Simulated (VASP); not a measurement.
ZnSe (v.bB), 2 atoms in the cell. Symmetry: F-43m, No. 216, cubic system. The conventional cell has a = 5.650 Å, b = 5.650 Å, c = 5.650 Å, α = 90.00°, β = 90.00°, γ = 90.00°. Within 3.2 Å of Zn (site symmetry -43m) lie 4 Se at 2.45 Å. Se (site symmetry -43m) has 4 Zn at 2.45 Å within 3.2 Å. 

```yaml
Program: VASP 6.6.1
Task: single point
Functional: PBE
Potentials_or_basis: VASP PAW PBE potentials, release 64 (Zn, Se)
Cutoff: 500 eV
k_mesh: 6 × 6 × 6
Occupations: gaussian, width 0.1 eV
Spin: no spin polarisation
Dipole_correction: no
Further_INCAR_settings: ALGO = Normal; EDIFF = 1e-06; NBANDS = 16
```

Potentials or basis: VASP PAW PBE potentials, release 64 (Zn, Se).

The run is started by

```bash
$ cat potpaw_PBE.64/Zn/POTCAR potpaw_PBE.64/Se/POTCAR > POTCAR
$ mpirun -np 1 vasp_std > vasp.out
```

Hardware: 1 thread of AMD EPYC 9R45 (Zen 5), with other jobs on the host.

Task: How long does it take, and how much memory?

Result: Wall time 12 s on 1 thread of AMD EPYC 9R45 (Zen 5), with other jobs on the host, peak memory 0.13 GiB. Counts: scf iterations 13, k points 16.
